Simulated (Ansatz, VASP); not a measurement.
## Ge7I: VASP beside Ansatz

```
CELL_PARAMETERS angstrom
0.00000 4.51334 4.51334
4.51334 0.00000 4.51334
4.51334 4.51334 0.00000
ATOMIC_POSITIONS crystal
Ge 0.50000 0.50000 0.50000
Ge 0.00000 0.00000 0.50000
Ge 0.50000 0.00000 0.50000
Ge 0.00000 0.50000 0.50000
Ge 0.50000 0.50000 0.00000
Ge 0.00000 0.50000 0.00000
Ge 0.50000 0.00000 0.00000
I 0.00000 0.00000 0.00000
```

Change from the starting cell: species swapped into the LiPd7 type (Fm-3m, No. 225).

Alike in both runs: task single point; functional PBE; k mesh 4 × 4 × 4; occupations gaussian, width 0.1 eV; no spin polarisation.

```csv
,VASP,Ansatz
version,VASP 6.6.1,Ansatz 0.2.0
potentials or method,"VASP PAW PBE potentials, release 64 (Ge_d, I), cutoff 520 eV","scalar-relativistic, plane waves, PAW"
valence electrons in the cell,105,115
```

|  | VASP | Ansatz | Ansatz less VASP |
| --- | --- | --- | --- |
| gap on the k mesh at the Fermi level (eV) | none | none | - |
| pressure (GPa) | -2.5 | -2.4 | +0.01 |

A gap of «none» marks a metal or a gap that the smearing closes. With one functional, cell and mesh, what is left measures potentials, basis and numerics. VASP's potentials hold 105 valence electrons a cell and Ansatz's 115, so a difference there can come from the potentials and not from the codes.

Spin-orbit coupling is off throughout.
